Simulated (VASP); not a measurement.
Here is a VASP 6.6.1 calculation.

Contents of INCAR:

```
SYSTEM = AgCl
  PREC = Accurate
  ENCUT = 520
  EDIFF = 1E-6
  ISMEAR = 0
  SIGMA = 0.01
  LREAL = .FALSE.
  LASPH = .TRUE.
  NELM = 60
  ALGO = Normal
  ISIF = 2
  LWAVE = .FALSE.
  LCHARG = .FALSE.
  GGA = PS
  NBANDS = 16
```

Contents of KPOINTS:

```
regular mesh
0
G
  8 8 8
  0 0 0
```

POSCAR

```
AgCl
1.0
    0.0000000000      2.6381198864      2.6381198864
    2.6381198864      0.0000000000      2.6381198864
    2.6381198864      2.6381198864      0.0000000000
Ag Cl
1 1
Direct
    0.0000000000      0.0000000000      0.0000000000
    0.5000000000      0.5000000000      0.5000000000
```

Potentials or basis: VASP PAW PBE potentials, release 64 (Ag, Cl).

Run with:

```bash
$ cat potpaw_PBE.64/Ag/POTCAR potpaw_PBE.64/Cl/POTCAR > POTCAR
$ mpirun -np 1 vasp_std > vasp.out
```

Q: What does it give for the band gap on the k mesh?

A: 0.75 eV (least direct gap 3.58 eV).

Q: What does it give for the pressure?

A: 6.9 GPa.

Caveat: the cell stands under pressure; semilocal functionals underestimate gaps, and a narrow one can read as zero; the PAW data sets were made with another functional, which shifts forces and pressure a little. A k mesh can miss the band edges.
